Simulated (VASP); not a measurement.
# ZnS (e600) (Imm2) in VASP: a series of runs

The runs below take ZnS (e600) through single point, with PBEsol.

Program: VASP 6.6.1. These are calculated values, not measurements. Logs are shortened: lines on timing, memory, paths and dates and some standing lists are left out, and cuts for length are marked.

## Step 1: The cell of the first run

Symmetry: Imm2, No. 44, orthorhombic system. Conventional cell: a = 3.750 Å, b = 3.817 Å, c = 5.303 Å, α = 90.00°, β = 90.00°, γ = 90.00°. Within 3.0 Å of Zn (site symmetry mm2) lie 4 S at 2.31 Å. Within 3.0 Å of S (site symmetry mm2) lie 4 Zn at 2.31 Å.

## Step 2: Single point, PBEsol

Contents of INCAR:

```
SYSTEM = ZnS
PREC = Accurate
ENCUT = 500
EDIFF = 1E-6
ISMEAR = 0
SIGMA = 0.01
LREAL = .FALSE.
LASPH = .TRUE.
NELM = 120
ALGO = Normal
ISIF = 2
LWAVE = .FALSE.
LCHARG = .TRUE.
GGA = PS
LELF = .TRUE.
LVHAR = .TRUE.
NBANDS = 16
GGA_COMPAT = .FALSE.
```

Contents of KPOINTS:

```
Automatic mesh
0
G
  8 8 8
  0 0 0
```

Contents of POSCAR:

```
ZnS
1.0
    0.0238116899      2.6754336351      2.6516219451
    2.6754336351      0.0238116899      2.6516219451
    2.6992453250      2.6992453250      0.0000000000
Zn S
1 1
Direct
    0.0017116508      0.0017116508     -0.0017116508
    0.2482883492      0.2482883492      0.2517116508
```

Potentials or basis: VASP PAW PBE potentials, release 64 (Zn, S).

The run is started by

```
$ cat potpaw_PBE.64/Zn/POTCAR potpaw_PBE.64/S/POTCAR > POTCAR
$ mpirun -np 1 vasp_std > vasp.out
```

OUTCAR:

```text
SYSTEM = ZnS
   PREC = Accurate
   ENCUT = 500
   EDIFF = 1E-6
   ISMEAR = 0
   LREAL = .FALSE.
   LASPH = .TRUE.
   NELM = 120
   ISIF = 2
   GGA = PS

 ion  position               nearest neighbor table
   1  0.002  0.002  0.998-   2 2.31   2 2.31   2 2.31   2 2.31
   2  0.248  0.248  0.252-   1 2.31   1 2.31   1 2.31   1 2.31

  LATTYP: Found a body centered orthorhombic cell.
 ALAT       =     3.7499597172
 B/A-ratio  =     1.0179600942
 C/A-ratio  =     1.4142135623

  Lattice vectors:

 A1 = (   2.6754336351,   0.0238116899,  -2.6516219451)
 A2 = (  -2.6754336351,  -0.0238116899,  -2.6516219451)
 A3 = (   0.0238116899,   2.6754336351,   2.6516219451)

Analysis of symmetry for initial positions (statically):
=====================================================================
 Subroutine PRICEL returns:
 Original cell was already a primitive cell.

 Routine SETGRP: Setting up the symmetry group for a
 body centered orthorhombic supercell.

 Subroutine GETGRP returns: Found  4 space group operations
 (whereof  4 operations were pure point group operations)
 out of a pool of  8 trial point group operations.

The static configuration has the point symmetry C_2v.

Analysis of symmetry for dynamics (positions and initial velocities):
=====================================================================
 Subroutine PRICEL returns:
 Original cell was already a primitive cell.

 Routine SETGRP: Setting up the symmetry group for a
 body centered orthorhombic supercell.

 Subroutine GETGRP returns: Found  4 space group operations
 (whereof  4 operations were pure point group operations)
 out of a pool of  8 trial point group operations.

The dynamic configuration has the point symmetry C_2v.

 Subroutine INISYM returns: Found  4 space group operations
 (whereof  4 operations are pure point group operations),
 and found     1 'primitive' translations

----------------------------------------------------------------------------------------

                                     Primitive cell

  volume of cell :      37.9573

  direct lattice vectors                    reciprocal lattice vectors
     0.023811690  2.675433635  2.651621945    -0.188563834  0.188563834  0.188563834
     2.675433635  0.023811690  2.651621945     0.188563834 -0.188563834  0.188563834
     2.699245325  2.699245325  0.000000000     0.185236961  0.185236961 -0.188563834

  length of vectors
     3.766910016  3.766910016  3.817309347     0.326602141  0.326602141  0.322772029

  position of ions in fractional coordinates (direct lattice)
     0.001711651  0.001711651  0.998288349
     0.248288349  0.248288349  0.251711651

  ion indices of the primitive-cell ions
   primitive index   ion index
                 1           1
                 2           2

----------------------------------------------------------------------------------------

 KPOINTS: Automatic mesh

Automatic generation of k-mesh.
 Grid dimensions read from file:
 generate k-points for:    8    8    8

 Generating k-lattice:

  Cartesian coordinates                     Fractional coordinates (reciprocal lattice)
    -0.023570479  0.023570479  0.023570479     0.125000000  0.000000000  0.000000000
     0.023570479 -0.023570479  0.023570479     0.000000000  0.125000000  0.000000000
     0.023154620  0.023154620 -0.023570479     0.000000000  0.000000000  0.125000000

  Length of vectors
     0.040825268  0.040825268  0.040346504

  Shift w.r.t. Gamma in fractional coordinates (k-lattice)
     0.000000000  0.000000000  0.000000000

 Subroutine IBZKPT returns following result:
 ===========================================

 Found     95 irreducible k-points:

 Following reciprocal coordinates:
            Coordinates               Weight
  0.000000  0.000000  0.000000      1.000000
  0.125000 -0.000000  0.000000      4.000000
  0.250000 -0.000000  0.000000      4.000000
  0.375000 -0.000000  0.000000      4.000000
  0.500000 -0.000000  0.000000      2.000000
  0.125000  0.125000  0.000000      2.000000
[... 16 lines left out ...]
  0.125000 -0.000000  0.125000      4.000000
  0.250000 -0.000000  0.125000      8.000000
 [... further k-points ...]
   k-points           NKPTS =     95   k-points in BZ     NKDIM =     95   number of bands    NBANDS=     16
   number of dos      NEDOS =    301   number of ions     NIONS =      2
   total plane-waves  NPLWV =  21952
   dimension x,y,z NGX =    28 NGY =   28 NGZ =   28
   dimension x,y,z NGXF=    56 NGYF=   56 NGZF=   56
   ions per type =               1   1
   NGX,Y,Z   is equivalent  to a cutoff of  12.36, 12.36, 12.19 a.u.
   NGXF,Y,Z  is equivalent  to a cutoff of  24.71, 24.71, 24.39 a.u.
 SYSTEM =  ZnS
   PREC   = accura    normal or accurate (medium, high low for compatibility)
   ISTART =      0    job   : 0-new  1-cont  2-samecut
   ICHARG =      2    charge: 1-file 2-atom 10-const
   ISPIN  =      1    spin polarized calculation?
   LNONCOLLINEAR =      F non collinear calculations
   LSORBIT =      F    spin-orbit coupling
   LASPH  =      T    aspherical Exc in radial PAW
   ENCUT  =  500.0 eV  36.75 Ry    6.06 a.u.   6.87  6.87  6.96*2*pi/ulx,y,z
   NELM   =    120;   NELMIN=  2; NELMDL= -5     # of ELM steps
   EDIFF  = 0.1E-05   stopping-criterion for ELM
   LREAL  =      F    real-space projection
   EDIFFG = 0.1E-04   stopping-criterion for IOM
   NSW    =      0    number of steps for IOM
   IBRION =     -1    ionic relax: 0-MD 1-quasi-New 2-CG
   NFREE  =      0    steps in history (QN), initial steepest desc. (CG)
   ISIF   =      2    stress and relaxation
   ISYM   =      2    0-nonsym 1-usesym 2-fastsym
   POTIM  = 0.5000    time-step for ionic-motion
   TEBEG  =    0.0;   TEEND  =   0.0 temperature during run
   PSTRESS=    0.0 pullay stress
   NELECT =      18.0000    total number of electrons
   NUPDOWN=      -1.0000    fix difference up-down
   EMIN   =  10.00;   EMAX   =-10.00  energy-range for DOS
   EFERMI =   0.00;   METHOD = LEGACY
   ISMEAR =     0;   SIGMA  =   0.01  broadening in eV -4-tet -1-fermi 0-gaus
   EFERMI_NEDOS =   21; number of points for ismear=-14 and -15
   IALGO  =     38    algorithm
   IMIX   =      4    mixing-type and parameters
     AMIX     =   0.40;   BMIX     =  1.00
     AMIX_MAG =   1.60;   BMIX_MAG =  1.00
  volume/ion in A,a.u.               =      18.98       128.07
  Fermi-wavevector in a.u.,A,eV,Ry     =   1.276636  2.412493 22.174774  1.629800
  Thomas-Fermi vector in A             =   2.409281
   LORBIT       =      0    0 simple, 1 ext, 2 COOP (PROOUT), +10 PAW based schemes
   GGA     = PS    functional components
   LHFCALC =     F    Hartree Fock is set to
   AEXX    =    0.0000 exact exchange contribution
   IVDW    =     0    specifies the selected vdW correction
   LEPSILON=     F    determine dielectric tensor
   LRPA    =     F    only Hartree local field effects (RPA)
 non-spin polarized calculation
 Gauss-broadening in eV      SIGMA  =   0.01
  energy-cutoff  :      500.00
  volume of cell :       37.96
 maximum number of plane-waves:       979
   NGX = 13   NGY = 13   NGZ = 13

 number of electron      18.0000010 magnetization

 Free energy of the ion-electron system (eV)
  ---------------------------------------------------
  ext. energy  EPLUGINS =         0.00000000
  ---------------------------------------------------
  free energy    TOTEN  =        -7.58421640 eV

  energy without entropy =       -7.58421640  energy(sigma->0) =       -7.58421640

 E-fermi :   2.5137     XC(G=0): -10.0327

 val. band max:        2.4220128306   @ k =   0.0000   0.0000   0.0000
 cond. band min:       4.5232770180   @ k =   0.0000   0.0000   0.0000
 fundamental gap:      2.1012641875
 Fermi energy:         2.5137204879

 k-point     1 :       0.0000    0.0000    0.0000
  band No.  band energies     occupation
      1     -11.0508      2.00000
      2      -4.1625      2.00000
      3      -4.1501      2.00000
      4      -4.1478      2.00000
      5      -3.6097      2.00000
      6      -3.6066      2.00000
[... 8 lines left out ...]
     15      14.2117      0.00000
     16      14.2656      0.00000

 k-point     2 :       0.1250   -0.0000    0.0000
  band No.  band energies     occupation
      1     -10.9220      2.00000
      2      -4.1534      2.00000
      3      -4.1390      2.00000
      4      -4.1264      2.00000
      5      -3.6120      2.00000
      6      -3.6087      2.00000
[... 8 lines left out ...]
     15      13.5785      0.00000
     16      15.0204      0.00000

 k-point     3 :       0.2500   -0.0000    0.0000
  band No.  band energies     occupation
      1     -10.5835      2.00000
      2      -4.1195      2.00000
      3      -4.0878      2.00000
      4      -4.0769      2.00000
      5      -3.6087      2.00000
      6      -3.6050      2.00000
[... 8 lines left out ...]
     15      13.3734      0.00000
     16      14.4237      0.00000

 k-point     4 :       0.3750   -0.0000    0.0000
  band No.  band energies     occupation
      1     -10.1947      2.00000
      2      -4.0482      2.00000
      3      -4.0393      2.00000
      4      -3.9076      2.00000
      5      -3.5888      2.00000
      6      -3.5853      2.00000
[... 8 lines left out ...]
     15      14.3891      0.00000
     16      14.5686      0.00000
[... 324 lines left out ...]
 k-point    22 :       0.0000    0.0000    0.1250
  band No.  band energies     occupation
      1     -10.9260      2.00000
      2      -4.1632      2.00000
      3      -4.1295      2.00000
      4      -4.1260      2.00000
      5      -3.6109      2.00000
      6      -3.6093      2.00000
[... 8 lines left out ...]
     15      13.5683      0.00000
     16      15.0285      0.00000

 k-point    23 :       0.1250   -0.0000    0.1250
  band No.  band energies     occupation
      1     -10.8825      2.00000
      2      -4.1830      2.00000
      3      -4.1128      2.00000
      4      -4.1074      2.00000
      5      -3.6281      2.00000
      6      -3.5952      2.00000
[... 8 lines left out ...]
     15      14.4011      0.00000
     16      15.5751      0.00000

 k-point    24 :       0.2500   -0.0000    0.1250
  band No.  band energies     occupation
      1     -10.6125      2.00000
      2      -4.1820      2.00000
      3      -4.0619      2.00000
      4      -4.0547      2.00000
      5      -3.6379      2.00000
      6      -3.5837      2.00000
[... 8 lines left out ...]
     15      14.3394      0.00000
     16      15.9616      0.00000

 [... further k-points ...]

------------------------ aborting loop because EDIFF is reached ----------------------------------------

  FORCE on cell =-STRESS in cart. coord.  units (eV):
  Direction    XX          YY          ZZ          XY          YZ          ZX
  --------------------------------------------------------------------------------------
  -------------------------------------------------------------------------------------
  Total        0.2495426      0.2495426      0.3346174     -0.2052293      0.0000000      0.0000000
  in kB       10.5331843     10.5331843     14.1241904     -8.6627235      0.0000000      0.0000000
  external PRESSURE =      11.7301863 kB  Pullay stress =       0.0000000 kB

 VOLUME and BASIS-vectors are now :
 -----------------------------------------------------------------------------
  energy-cutoff  :      500.00
  volume of cell :       37.96
      direct lattice vectors                 reciprocal lattice vectors
     0.023811690  2.675433635  2.651621945    -0.188563834  0.188563834  0.188563834
     2.675433635  0.023811690  2.651621945     0.188563834 -0.188563834  0.188563834
     2.699245325  2.699245325  0.000000000     0.185236961  0.185236961 -0.188563834

 POSITION                                       TOTAL-FORCE (eV/Angst)
 -----------------------------------------------------------------------------------
      2.69925      2.69925      0.00908        -0.000000     -0.000000      0.000429
      1.34962      1.34962      1.31673         0.000000      0.000000     -0.000429
 -----------------------------------------------------------------------------------
    total drift:                               -0.000000     -0.000000     -0.001173

  FREE ENERGIE OF THE ION-ELECTRON SYSTEM (eV)
  ---------------------------------------------------
  free  energy   TOTEN  =        -7.5842164011 eV

  energy  without entropy=       -7.5842164011  energy(sigma->0) =       -7.58421640
```

Wall time 48 s (1 thread of Intel Xeon 6975P-C, shared host); peak memory 0.19 GiB.

What came out:

```yaml
Free_energy: -7.5842 eV
Pressure: 1.2 GPa
Band_gap_on_the_k_mesh: 2.10 eV, direct
```

Caveat: the PAW data sets were made with another functional, which shifts forces and pressure a little. A hybrid or GW would open this gap; PBEsol tends to underestimate it.

## Step 3: Single point, PBEsol

Contents of INCAR:

```
ALGO = Normal
EDIFF = 1E-6
ENCUT = 500
GGA = PS
GGA_COMPAT = F
ISIF = 2
ISMEAR = 0
LASPH = T
LCHARG = T
LELF = T
LREAL = F
LVHAR = T
LWAVE = F
NBANDS = 16
NELM = 120
PREC = Accurate
SIGMA = 0.01
```

Contents of KPOINTS:

```
k-points
0
Gamma
  8 8 8
```

POSCAR is that of step 2.

Potentials or basis: VASP PAW PBE potentials, release 64 (Zn, S).

The run is started by

```
$ cat potpaw_PBE.64/Zn/POTCAR potpaw_PBE.64/S/POTCAR > POTCAR
$ mpirun -np 1 vasp_std > vasp.out
```

OUTCAR:

```text
EDIFF = 1E-6
   ENCUT = 500
   GGA = PS
   ISIF = 2
   ISMEAR = 0
   LASPH = T
   LREAL = F
   NELM = 120
   PREC = Accurate

 ion  position               nearest neighbor table
   1  0.002  0.002  0.998-   2 2.31   2 2.31   2 2.31   2 2.31
   2  0.248  0.248  0.252-   1 2.31   1 2.31   1 2.31   1 2.31

  LATTYP: Found a body centered orthorhombic cell.
 ALAT       =     3.7499597172
 B/A-ratio  =     1.0179600942
 C/A-ratio  =     1.4142135623

  Lattice vectors:

[... 642 lines left out ...]

------------------------ aborting loop because EDIFF is reached ----------------------------------------

  FORCE on cell =-STRESS in cart. coord.  units (eV):
  Direction    XX          YY          ZZ          XY          YZ          ZX
  --------------------------------------------------------------------------------------
  -------------------------------------------------------------------------------------
  Total        0.2495426      0.2495426      0.3346174     -0.2052293      0.0000000      0.0000000
  in kB       10.5331843     10.5331843     14.1241904     -8.6627235      0.0000000      0.0000000
  external PRESSURE =      11.7301863 kB  Pullay stress =       0.0000000 kB

 VOLUME and BASIS-vectors are now :
 -----------------------------------------------------------------------------
  energy-cutoff  :      500.00
  volume of cell :       37.96
      direct lattice vectors                 reciprocal lattice vectors
     0.023811690  2.675433635  2.651621945    -0.188563834  0.188563834  0.188563834
     2.675433635  0.023811690  2.651621945     0.188563834 -0.188563834  0.188563834
     2.699245325  2.699245325  0.000000000     0.185236961  0.185236961 -0.188563834

 POSITION                                       TOTAL-FORCE (eV/Angst)
 -----------------------------------------------------------------------------------
      2.69925      2.69925      0.00908        -0.000000     -0.000000      0.000429
      1.34962      1.34962      1.31673         0.000000      0.000000     -0.000429
 -----------------------------------------------------------------------------------
    total drift:                               -0.000000     -0.000000     -0.001173

  FREE ENERGIE OF THE ION-ELECTRON SYSTEM (eV)
  ---------------------------------------------------
  free  energy   TOTEN  =        -7.5842164011 eV

  energy  without entropy=       -7.5842164011  energy(sigma->0) =       -7.58421640
```

Wall time 41 s (1 thread of Intel Xeon 6975P-C, shared host); peak memory 0.19 GiB.

What came out:

| Property | Result |
| --- | --- |
| Free energy | -7.5842 eV |
| Pressure | 1.2 GPa |
| Band gap on the k mesh | 2.10 eV, direct |

Caveat: the PAW data sets were made with another functional, which shifts forces and pressure a little. As with any semilocal functional, this PBEsol gap is likely too small.
